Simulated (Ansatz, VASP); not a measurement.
# CaO, level by level in two programs

```
Ca O
1.0
     0.00000    2.41947    2.41947
     2.41947    0.00000    2.41947
     2.41947    2.41947    0.00000
Ca O
1 1
Direct
  0.00000 0.00000 0.00000
  0.50000 0.50000 0.50000
```

Single points on this cell with VASP 6.6.1 and Ansatz 0.2.0. Each row is one pair of runs. Alike in all rows: spin: off; k mesh: 10 × 10 × 10; smearing: fermi-dirac, width 0.05 eV.

```tsv
level	VASP's potentials, cutoff	Ansatz's potentials, cutoff	gap on the k mesh at the Fermi level (eV), VASP	gap on the k mesh at the Fermi level (eV), Ansatz	least direct gap on the mesh (eV), VASP	least direct gap on the mesh (eV), Ansatz	pressure (GPa), VASP	pressure (GPa), Ansatz
PBEsol+D4	VASP PAW PBE potentials, release 64 (Ca_sv, O), 520 eV	Ansatz PAW, 420 eV	3.54	3.56	3.93	3.94	-5.3	-5.8
r2SCAN	VASP PAW PBE potentials, release 64 (Ca_sv, O), 520 eV	Ansatz PAW, 500 eV	4.19	4.20	4.57	4.58	-2.1	-3.0
b88 exchange, pbe correlation	VASP PAW PBE potentials, release 64 (Ca_sv, O), 600 eV	Ansatz PAW, 420 eV	3.67	3.69	4.05	4.07	-0.2	-0.6
```

Gap on the k mesh at the fermi level (eV): the two programs differ by at most 0.02; least direct gap on the mesh (eV): the two programs differ by at most 0.019; pressure (GPa): the two programs differ by at most 0.93.
